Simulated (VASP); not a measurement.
Runs of VASP 6.6.1 on Ru2Rh. The structure is that of space group Fm-3m (No. 225), or close to it. The cells are those of the table. The cell was built from a structure type or drawn by symmetry, and may not be a known phase.

```csv
task,spin,cell,cutoff (eV),gap on the mesh (eV),pressure (GPa)
single point,"collinear, ferromagnetic start","a = 4.128 Å, angles 60.0°, 3 atoms",520,none,0.1
relaxation of cell and atoms,off,"relaxed from a = 3.825 Å, angles 60.0°, 3 atoms",600,none,0.2
single point,off,"a = 3.825 Å, angles 60.0°, 3 atoms",520,none,(a)
single point,off,"a = 4.128 Å, angles 60.0°, 3 atoms",520,none,0.0
```

Alike in all rows: level PBE; potentials or basis VASP PAW PBE potentials, release 64 (Ru_pv, Rh_pv); k mesh 6 × 6 × 6; smearing gaussian 0.1 eV.

Fill in the values left out.

(a) 85.2.

Caveats: the cell stands under pressure (at least some runs).

A k mesh can miss the band edges, and the runs leave out spin-orbit coupling on Rh, Ru.

A gap of «none» marks levels without a gap at the run's occupations.
